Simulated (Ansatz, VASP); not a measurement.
**C in VASP and in Ansatz**

File POSCAR:

```
C
1.0
    3.2711235477      0.0304378279     -0.1320891858
   -0.0304378279     -3.7297116288      0.1653012882
    0.1320891858      0.1653012882     -3.4274606862
C
8
Direct
    0.5448433092      0.0118957554     -0.0100201444
   -0.0052207165      0.5105536721      0.0083293805
    0.0002210498     -0.0306152249      0.5028477254
    0.4905879056      0.5060412581      0.4893955027
    0.7301269670      0.7438529208      0.7706943076
    0.2389482471      0.2360156125      0.7329072288
    0.2297803046      0.7562090778      0.2432669561
    0.7707129332      0.2660469282      0.2625790433
```

INCAR.step1

```
ALGO     = Normal         # electronic algorithm
EDIFF    = 1E-4           # SCF threshold, eV
ENCUT    = 520            # plane-wave cutoff, eV
GGA      = PE             # functional
ISMEAR   = 0              # smearing method
LASPH    = T              # aspherical terms in the spheres
LCHARG   = F              # write CHGCAR
LREAL    = F              # projectors in reciprocal space
LWAVE    = T              # write WAVECAR
NBANDS   = 26             # bands
NELM     = 60             # most SCF steps
PREC     = Accurate       # precision mode
SIGMA    = 0.05           # smearing width, eV
```

INCAR.step2

```
ALGO     = Normal         # electronic algorithm
EDIFF    = 1E-6           # SCF threshold, eV
ENCUT    = 520            # plane-wave cutoff, eV
ISIF     = 2              # what is computed and relaxed
ISMEAR   = 0              # smearing method
ISTART   = 1            
LASPH    = T              # aspherical terms in the spheres
LCHARG   = T              # write CHGCAR
LELF     = T              # ELF
LMIXTAU  = T            
LREAL    = F              # projectors in reciprocal space
LVHAR    = T            
LWAVE    = F              # write WAVECAR
METAGGA  = R2SCAN         # meta-GGA
NBANDS   = 26             # bands
NELM     = 60             # most SCF steps
PREC     = Accurate       # precision mode
SIGMA    = 0.05           # smearing width, eV
```

File KPOINTS:

```
k-points
0
Gamma
  6 6 6
```

Input for Ansatz:

```yaml
crystal:
  lattice:
    - [3.2711235477, 0.0304378279, -0.1320891858]
    - [-0.0304378279, -3.7297116288, 0.1653012882]
    - [0.1320891858, 0.1653012882, -3.4274606862]
  atoms:
    - { symbol: C, position: [0.5448433092, 0.0118957554, -0.0100201444] }
    - { symbol: C, position: [-0.0052207165, 0.5105536721, 0.0083293805] }
    - { symbol: C, position: [0.0002210498, -0.0306152249, 0.5028477254] }
    - { symbol: C, position: [0.4905879056, 0.5060412581, 0.4893955027] }
    - { symbol: C, position: [0.730126967, 0.7438529208, 0.7706943076] }
    - { symbol: C, position: [0.2389482471, 0.2360156125, 0.7329072288] }
    - { symbol: C, position: [0.2297803046, 0.7562090778, 0.2432669561] }
    - { symbol: C, position: [0.7707129332, 0.2660469282, 0.2625790433] }
basis:
  ecutwfc: 500
kpoints:
  mp_grid: { grid: [6, 6, 6] }
hamiltonian:
  xc: r2scan
scf:
  occupations: { method: gaussian, width: 0.05 }
output:
  forces: true
  stress: true
  eigenvalues: true
  write_density: true
  write_potential: true
  elf: true
  volumetric_format: npy
```

Change from the starting cell: all atoms moved at random (sigma 0.06 Å a component), cell strained at random (sigma 0.05).

Alike in both runs: task single point; functional r2SCAN; k mesh 6 × 6 × 6; occupations gaussian, width 0.05 eV; no spin polarisation.

|  | VASP | Ansatz |
| --- | --- | --- |
| version | VASP 6.6.1 | Ansatz 0.2.0 |
| potentials or method | VASP PAW PBE potentials, release 64 (C), cutoff 520 eV | scalar-relativistic, plane waves, PAW |
| valence electrons in the cell | 32 | 32 |

Ansatz gave:

```
gap on the k mesh at the Fermi level (eV)                     : 1.17
least direct gap on the mesh (eV)                             : 1.17
pressure (GPa)                                                : 60.4
traceless stress, the component that is largest in VASP (GPa) : -77.80
rms of the force components (eV/Å)                            : 3.516
```

Task: Estimate VASP's values.

Result: gap on the k mesh at the Fermi level (eV): 1.15; least direct gap on the mesh (eV): 1.15; pressure (GPa): 61.8; traceless stress, the component that is largest in VASP (GPa): -77.55; rms of the force components (eV/Å): 3.534.

VASP's potentials were made for PBE, not for r2SCAN. Atom by atom the forces differ by 0.030 eV/Å (rms over components). Both programs put the cell under a high pressure, so it lies far from rest at this level. The functional is the same, so the differences come from potentials, cutoffs and numerics.

Noted on VASP's run: the cell as given lies far from equilibrium.
